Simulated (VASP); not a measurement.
Write the native input for VASP 6.6.1 that does the following.

```
Task                   : single point
Functional             : PBEsol
Potentials or basis    : VASP PAW PBE potentials, release 64 (Cu)
Cutoff                 : 520 eV
k mesh                 : 10 × 10 × 6
Occupations            : fermi-dirac, width 0.15 eV
Spin                   : no spin polarisation
Dipole correction      : no
Further INCAR settings : ALGO = Normal; EDIFF = 1e-06; NBANDS = 18
```

The structure of Cu lies in POSCAR:

```
Cu
1.0
    2.4646341058      0.0000000000      0.0000000000
   -1.2323170480      2.1344357448      0.0000000000
    0.0000000000      0.0000000000      3.9998406016
Cu
2
Direct
    0.3333333333      0.6666666667      0.2500000000
    0.6666666667      0.3333333333      0.7500000000
```

These files were run (other wordings do the same):

INCAR

```
  ALGO = Normal
  EDIFF = 1E-6
  ENCUT = 520
  GGA = PS
  ISIF = 2
  ISMEAR = -1
  LASPH = T
  LCHARG = F
  LREAL = F
  LWAVE = F
  NBANDS = 18
  NELM = 80
  PREC = Accurate
  SIGMA = 0.15
```

KPOINTS

```
k-points
0
Gamma
  10 10 6
```

Potentials or basis: VASP PAW PBE potentials, release 64 (Cu).

Run with:

```bash
$ cat potpaw_PBE.64/Cu/POTCAR > POTCAR
$ mpirun -np 1 vasp_std > vasp.out
```

Results of the run:

```
Pressure               : 15.7 GPa
Band gap on the k mesh : zero (band 11 reaches 12.18 eV, above the bottom of band 12 at 6.79 eV)
```

Caveat: the PAW data sets were made with another functional, which shifts forces and pressure a little.

Wall time 10 s on 1 thread of Intel(R) Xeon(R) Platinum 8488C (Sapphire Rapids) (shared host), peak memory 0.13 GiB.
